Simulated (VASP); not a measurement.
# Co (P6_3/mmc) in VASP: notebook

Runs on Co. Level: PBE. Tasks: single point.

Everything below comes from runs of VASP 6.6.1. Logs are shortened: lines on timing, memory, paths and dates and some standing lists are left out, and cuts for length are marked.

### Step 1. The cell of the first run

Symmetry: P6_3/mmc, No. 194, hexagonal system. Conventional cell: a = 2.494 Å, b = 2.494 Å, c = 4.028 Å, α = 90.00°, β = 90.00°, γ = 120.00°. Co (site symmetry -6m2) has 12 Co at 2.48 to 2.49 Å within 3.3 Å.

### Step 2. Single point, PBE, collinear spin, ferromagnetic start

Contents of INCAR:

```
SYSTEM = Co
  PREC = Accurate
  ENCUT = 520
  EDIFF = 1E-6
  ISMEAR = -1
  SIGMA = 0.01
  LREAL = .False.
  LASPH = .True.
  NELM = 150
  ALGO = Normal
  ISIF = 2
  LWAVE = .False.
  LCHARG = .False.
  ISPIN = 2
  MAGMOM = 1.69 1.69
  LORBIT = 11
  LMAXMIX = 4
  GGA = PE
  NBANDS = 20
```

Contents of KPOINTS:

```
Automatic mesh
0
Gamma
  14 14 8
  0 0 0
```

Contents of POSCAR:

```
Co
1.0
    2.4935221926      0.0000000000      0.0000000000
   -1.2467610963      2.1594535637      0.0000000000
    0.0000000000      0.0000000000      4.0277844638
Co
2
Direct
    0.3333333333      0.6666666667      0.2500000000
    0.6666666667      0.3333333333      0.7500000000
```

Potentials or basis: VASP PAW PBE potentials, release 64 (Co).

Launch:

```bash
cat potpaw_PBE.64/Co/POTCAR > POTCAR
mpirun -np 1 vasp_std > vasp.out
```

OUTCAR:

```text
SYSTEM = Co
   PREC = Accurate
   ENCUT = 520
   EDIFF = 1E-6
   ISMEAR = -1
   LREAL = .False.
   LASPH = .True.
   NELM = 150
   ISIF = 2
   ISPIN = 2
   LORBIT = 11
   GGA = PE

 ion  position               nearest neighbor table
   1  0.333  0.667  0.250-   2 2.48   2 2.48   2 2.48   2 2.48   2 2.48   2 2.48
   2  0.667  0.333  0.750-   1 2.48   1 2.48   1 2.48   1 2.48   1 2.48   1 2.48

  LATTYP: Found a hexagonal cell.
 ALAT       =     2.4935221926
 C/A-ratio  =     1.6152992244

  Lattice vectors:

 A1 = (   2.4935221926,   0.0000000000,   0.0000000000)
 A2 = (  -1.2467610963,   2.1594535637,   0.0000000000)
 A3 = (   0.0000000000,   0.0000000000,   4.0277844638)

Analysis of symmetry for initial positions (statically):
=====================================================================
 Subroutine PRICEL returns:
 Original cell was already a primitive cell.

 Routine SETGRP: Setting up the symmetry group for a
 hexagonal supercell.

 Subroutine GETGRP returns: Found 24 space group operations
 (whereof 12 operations were pure point group operations)
 out of a pool of 24 trial point group operations.

The static configuration has the point symmetry D_3d.
 The point group associated with its full space group is D_6h.

Analysis of symmetry for dynamics (positions and initial velocities):
=====================================================================
 Subroutine PRICEL returns:
 Original cell was already a primitive cell.

 Routine SETGRP: Setting up the symmetry group for a
 hexagonal supercell.

 Subroutine GETGRP returns: Found 24 space group operations
 (whereof 12 operations were pure point group operations)
 out of a pool of 24 trial point group operations.

The dynamic configuration has the point symmetry D_3d.
 The point group associated with its full space group is D_6h.

Analysis of structural, dynamic, and magnetic symmetry:
=====================================================================
 Subroutine PRICEL returns:
 Original cell was already a primitive cell.

 Routine SETGRP: Setting up the symmetry group for a
 hexagonal supercell.

 Subroutine GETGRP returns: Found 24 space group operations
 (whereof 12 operations were pure point group operations)
 out of a pool of 24 trial point group operations.

The overall configuration has the point symmetry D_3d.
 The point group associated with its full space group is D_6h.

 Subroutine INISYM returns: Found 24 space group operations
 (whereof 12 operations are pure point group operations),
 and found     1 'primitive' translations

----------------------------------------------------------------------------------------

                                     Primitive cell

  volume of cell :      21.6882

  direct lattice vectors                    reciprocal lattice vectors
     2.493522193  0.000000000  0.000000000     0.401039142  0.231540056  0.000000000
    -1.246761096  2.159453564  0.000000000     0.000000000  0.463080113  0.000000000
     0.000000000  0.000000000  4.027784464     0.000000000  0.000000000  0.248275450

  length of vectors
     2.493522193  2.493522193  4.027784464     0.463080113  0.463080113  0.248275450

  position of ions in fractional coordinates (direct lattice)
     0.333333333  0.666666667  0.250000000
     0.666666667  0.333333333  0.750000000

  ion indices of the primitive-cell ions
   primitive index   ion index
                 1           1
                 2           2

----------------------------------------------------------------------------------------

 KPOINTS: Automatic mesh

Automatic generation of k-mesh.
 Grid dimensions read from file:
 generate k-points for:   14   14    8

 Generating k-lattice:

  Cartesian coordinates                     Fractional coordinates (reciprocal lattice)
     0.028645653  0.016538575  0.000000000     0.071428571  0.000000000  0.000000000
     0.000000000  0.033077151  0.000000000     0.000000000  0.071428571  0.000000000
     0.000000000  0.000000000  0.031034431     0.000000000  0.000000000  0.125000000

  Length of vectors
     0.033077151  0.033077151  0.031034431

  Shift w.r.t. Gamma in fractional coordinates (k-lattice)
     0.000000000  0.000000000  0.000000000

 Subroutine IBZKPT returns following result:
 ===========================================

 Found    120 irreducible k-points:

 Following reciprocal coordinates:
            Coordinates               Weight
  0.000000  0.000000  0.000000      1.000000
  0.071429  0.000000  0.000000      6.000000
  0.142857  0.000000  0.000000      6.000000
  0.214286 -0.000000  0.000000      6.000000
  0.285714 -0.000000  0.000000      6.000000
  0.357143  0.000000  0.000000      6.000000
[... 16 lines left out ...]
  0.285714  0.285714  0.000000      6.000000
  0.357143  0.285714  0.000000      6.000000
 [... further k-points ...]
   k-points           NKPTS =    120   k-points in BZ     NKDIM =    120   number of bands    NBANDS=     20
   number of dos      NEDOS =    301   number of ions     NIONS =      2
   total plane-waves  NPLWV =  12000
   dimension x,y,z NGX =    20 NGY =   20 NGZ =   30
   dimension x,y,z NGXF=    40 NGYF=   40 NGZF=   60
   ions per type =               2
   NGX,Y,Z   is equivalent  to a cutoff of  13.33, 13.33, 12.38 a.u.
   NGXF,Y,Z  is equivalent  to a cutoff of  26.67, 26.67, 24.76 a.u.
 SYSTEM =  Co
   PREC   = accura    normal or accurate (medium, high low for compatibility)
   ISTART =      0    job   : 0-new  1-cont  2-samecut
   ICHARG =      2    charge: 1-file 2-atom 10-const
   ISPIN  =      2    spin polarized calculation?
   LNONCOLLINEAR =      F non collinear calculations
   LSORBIT =      F    spin-orbit coupling
   LASPH  =      T    aspherical Exc in radial PAW
   ENCUT  =  520.0 eV  38.22 Ry    6.18 a.u.   4.64  4.64  7.49*2*pi/ulx,y,z
   NELM   =    150;   NELMIN=  2; NELMDL= -5     # of ELM steps
   EDIFF  = 0.1E-05   stopping-criterion for ELM
   LREAL  =      F    real-space projection
   EDIFFG = 0.1E-04   stopping-criterion for IOM
   NSW    =      0    number of steps for IOM
   IBRION =     -1    ionic relax: 0-MD 1-quasi-New 2-CG
   NFREE  =      0    steps in history (QN), initial steepest desc. (CG)
   ISIF   =      2    stress and relaxation
   ISYM   =      2    0-nonsym 1-usesym 2-fastsym
   POTIM  = 0.5000    time-step for ionic-motion
   TEBEG  =    0.0;   TEEND  =   0.0 temperature during run
   PSTRESS=    0.0 pullay stress
   NELECT =      18.0000    total number of electrons
   NUPDOWN=      -1.0000    fix difference up-down
   EMIN   =  10.00;   EMAX   =-10.00  energy-range for DOS
   EFERMI =   0.00;   METHOD = LEGACY
   ISMEAR =    -1;   SIGMA  =   0.01  broadening in eV -4-tet -1-fermi 0-gaus
   EFERMI_NEDOS =   21; number of points for ismear=-14 and -15
   IALGO  =     38    algorithm
   IMIX   =      4    mixing-type and parameters
     AMIX     =   0.40;   BMIX     =  1.00
     AMIX_MAG =   1.60;   BMIX_MAG =  1.00
  volume/ion in A,a.u.               =      10.84        73.18
  Fermi-wavevector in a.u.,A,eV,Ry     =   1.538478  2.907301 32.203818  2.366914
  Thomas-Fermi vector in A             =   2.644841
   LORBIT       =     11    0 simple, 1 ext, 2 COOP (PROOUT), +10 PAW based schemes
   GGA     = PE    functional components
   LHFCALC =     F    Hartree Fock is set to
   AEXX    =    0.0000 exact exchange contribution
   IVDW    =     0    specifies the selected vdW correction
   LEPSILON=     F    determine dielectric tensor
   LRPA    =     F    only Hartree local field effects (RPA)
 spin polarized calculation
  energy-cutoff  :      520.00
  volume of cell :       21.69
 maximum number of plane-waves:       597
 NGX is ok and might be reduce to    20
   NGX =  9   NGY =  9   NGZ = 15

 number of electron      17.9999996 magnetization       3.1431092

 Free energy of the ion-electron system (eV)
  ---------------------------------------------------
  ext. energy  EPLUGINS =         0.00000000
  ---------------------------------------------------
  free energy    TOTEN  =       -14.06530134 eV

  energy without entropy =      -14.06440873  energy(sigma->0) =      -14.06485504

 E-fermi :  10.2645     XC(G=0): -13.4063

 val. band max:       10.2611422583   @ k =   0.2857   0.1429   0.0000
 cond. band min:      10.2651003980   @ k =   0.2143   0.1429   0.0000
 fundamental gap:      0.0039581398
 Fermi energy:        10.2645157159

 spin component 1

 k-point     1 :       0.0000    0.0000    0.0000
  band No.  band energies     occupation
      1       1.3591      1.00000
      2       5.1505      1.00000
      3       7.6797      1.00000
      4       7.6913      1.00000
      5       7.6913      1.00000
      6       8.0046      1.00000
[... 12 lines left out ...]
     19      36.1460      0.00000
     20      36.1460      0.00000

 k-point     2 :       0.0714    0.0000    0.0000
  band No.  band energies     occupation
      1       1.5380      1.00000
      2       5.2581      1.00000
      3       7.4949      1.00000
      4       7.7747      1.00000
      5       7.8513      1.00000
      6       7.9667      1.00000
[... 12 lines left out ...]
     19      38.0765      0.00000
     20      38.1021      0.00000

 k-point     3 :       0.1429    0.0000    0.0000
  band No.  band energies     occupation
      1       2.0613      1.00000
      2       5.5409      1.00000
      3       7.2632      1.00000
      4       7.7223      1.00000
      5       7.8303      1.00000
      6       8.0142      1.00000
[... 12 lines left out ...]
     19      36.8231      0.00000
     20      39.1751      0.00000

 k-point     4 :       0.2143   -0.0000    0.0000
  band No.  band energies     occupation
      1       2.8801      1.00000
      2       5.8523      1.00000
      3       7.0578      1.00000
      4       7.0625      1.00000
      5       7.7174      1.00000
      6       7.9807      1.00000
[... 429 lines left out ...]
 k-point    23 :       0.2857    0.2857    0.0000
  band No.  band energies     occupation
      1       5.9857      1.00000
      2       6.1776      1.00000
      3       6.4018      1.00000
      4       6.5863      1.00000
      5       7.3359      1.00000
      6       7.6151      1.00000
[... 12 lines left out ...]
     19      27.5550      0.00000
     20      42.4654      0.00000

 k-point    24 :       0.3571    0.2857    0.0000
  band No.  band energies     occupation
      1       5.9724      1.00000
      2       6.2871      1.00000
      3       6.3335      1.00000
      4       6.7001      1.00000
      5       7.3823      1.00000
      6       7.4988      1.00000
[... 12 lines left out ...]
     19      27.0897      0.00000
     20      42.8934      0.00000

 [... further k-points ...]

 spin component 2

 k-point     1 :       0.0000    0.0000    0.0000
  band No.  band energies     occupation
      1       1.3402      1.00000
      2       6.0673      1.00000
      3       9.2772      1.00000
      4       9.2920      1.00000
      5       9.2920      1.00000
      6       9.6586      1.00000
[... 12 lines left out ...]
     19      36.4196      0.00000
     20      36.4196      0.00000

 k-point     2 :       0.0714    0.0000    0.0000
  band No.  band energies     occupation
      1       1.5197      1.00000
      2       6.1895      1.00000
      3       9.0579      1.00000
      4       9.3837      1.00000
      5       9.4728      1.00000
      6       9.5684      1.00000
[... 12 lines left out ...]
     19      37.9638      0.00000
     20      38.3568      0.00000

 k-point     3 :       0.1429    0.0000    0.0000
  band No.  band energies     occupation
      1       2.0470      1.00000
      2       6.5189      1.00000
      3       8.7668      1.00000
      4       8.8024      1.00000
      5       9.4332      1.00000
      6       9.6479      1.00000
[... 12 lines left out ...]
     19      36.8074      0.00000
     20      39.5592      0.00000

 k-point     4 :       0.2143   -0.0000    0.0000
  band No.  band energies     occupation
      1       2.8831      1.00000
      2       6.9194      1.00000
      3       8.1524      1.00000
      4       8.4690      1.00000
      5       9.2703      1.00000
      6       9.6571      1.00000
[... 429 lines left out ...]
 k-point    23 :       0.2857    0.2857    0.0000
  band No.  band energies     occupation
      1       7.0376      1.00000
      2       7.2499      1.00000
      3       7.5298      1.00000
      4       7.5368      1.00000
      5       8.8177      1.00000
      6       9.0910      1.00000
[... 12 lines left out ...]
     19      27.9054      0.00000
     20      42.5998      0.00000

 k-point    24 :       0.3571    0.2857    0.0000
  band No.  band energies     occupation
      1       7.2529      1.00000
      2       7.2711      1.00000
      3       7.4452      1.00000
      4       7.6225      1.00000
      5       8.8585      1.00000
      6       8.9565      1.00000
[... 12 lines left out ...]
     19      27.4528      0.00000
     20      43.0538      0.00000

 [... further k-points ...]
[... 5 lines left out ...]
  --------------------------------------------------------------------------------------
  -------------------------------------------------------------------------------------
  Total       -0.1419911     -0.1419911     -0.1298672     -0.0000000      0.0000000      0.0000000
  in kB      -10.4893426    -10.4893426     -9.5937115     -0.0000000      0.0000000      0.0000000
  external PRESSURE =     -10.1907989 kB  Pullay stress =       0.0000000 kB

 VOLUME and BASIS-vectors are now :
 -----------------------------------------------------------------------------
  energy-cutoff  :      520.00
  volume of cell :       21.69
      direct lattice vectors                 reciprocal lattice vectors
     2.493522193  0.000000000  0.000000000     0.401039142  0.231540056  0.000000000
    -1.246761096  2.159453564  0.000000000     0.000000000  0.463080113  0.000000000
     0.000000000  0.000000000  4.027784464     0.000000000  0.000000000  0.248275450

 POSITION                                       TOTAL-FORCE (eV/Angst)
 -----------------------------------------------------------------------------------
     -0.00000      1.43964      1.00695         0.000000     -0.000000      0.000000
      1.24676      0.71982      3.02084        -0.000000      0.000000      0.000000
 -----------------------------------------------------------------------------------
    total drift:                               -0.000000      0.000000     -0.000000

  FREE ENERGIE OF THE ION-ELECTRON SYSTEM (eV)
  ---------------------------------------------------
  free  energy   TOTEN  =       -14.0653013421 eV

  energy  without entropy=      -14.0644087306  energy(sigma->0) =      -14.06485504

 total charge

# of ion       s       p       d       tot
------------------------------------------
    1        0.488   0.520   7.267   8.275
    2        0.488   0.520   7.267   8.275
--------------------------------------------------
tot          0.975   1.040  14.534  16.549

 magnetization (x)

# of ion       s       p       d       tot
------------------------------------------
    1       -0.016  -0.056   1.665   1.593
    2       -0.016  -0.056   1.665   1.593
--------------------------------------------------
tot         -0.032  -0.113   3.331   3.186
```

Run time: 40 s. Hardware: 1 thread of Intel Xeon 6975P-C (Granite Rapids), shared host; peak memory 0.19 GiB.

Results:

```
Free energy                                           : -14.0653 eV
Pressure                                              : -1.0 GPa
Net moment                                            : 3.14 μB per cell
Site moments                                          : Co +1.59 μB
Valence electrons inside the program's atomic spheres : Co 8.28
```

Levels at points of the mesh, in eV from the Fermi level:
Spin up:
```csv
k point,band 7,band 8,band 9,band 10,band 11,band 12,band 13,band 14
"(0.00, 0.00, 0.00)",-2.26,-1.92,-1.92,-0.81,-0.81,-0.06,6.39,21.97
"(0.50, 0.00, 0.00)",-2.16,-0.69,-0.59,-0.54,1.31,3.32,9.71,10.36
"(0.00, 0.00, 0.50)",-2.64,-2.64,-1.12,-1.12,-1.12,-1.12,15.07,15.07
"(0.50, 0.00, 0.50)",-1.04,-1.04,-0.59,-0.59,1.61,1.61,7.27,7.27
```
Spin down:
| k point | band 3 | band 4 | band 5 | band 6 | band 7 | band 8 | band 9 | band 10 | band 11 | band 12 |
| --- | --- | --- | --- | --- | --- | --- | --- | --- | --- | --- |
| (0.00, 0.00, 0.00) | -0.99 | -0.97 | -0.97 | -0.61 | -0.61 | -0.18 | -0.18 | -0.13 | 1.04 | 1.04 |
| (0.50, 0.00, 0.00) | -3.25 | -1.86 | -1.13 | -1.03 | -0.62 | 1.16 | 1.30 | 1.32 | 2.52 | 4.28 |
| (0.00, 0.00, 0.50) | -1.54 | -1.54 | -1.04 | -1.04 | -1.04 | -1.04 | 0.70 | 0.70 | 0.70 | 0.70 |
| (0.50, 0.00, 0.50) | -2.38 | -2.38 | -0.07 | -0.07 | 0.24 | 0.24 | 1.26 | 1.26 | 2.20 | 2.20 |

[end of part 1 of 2]
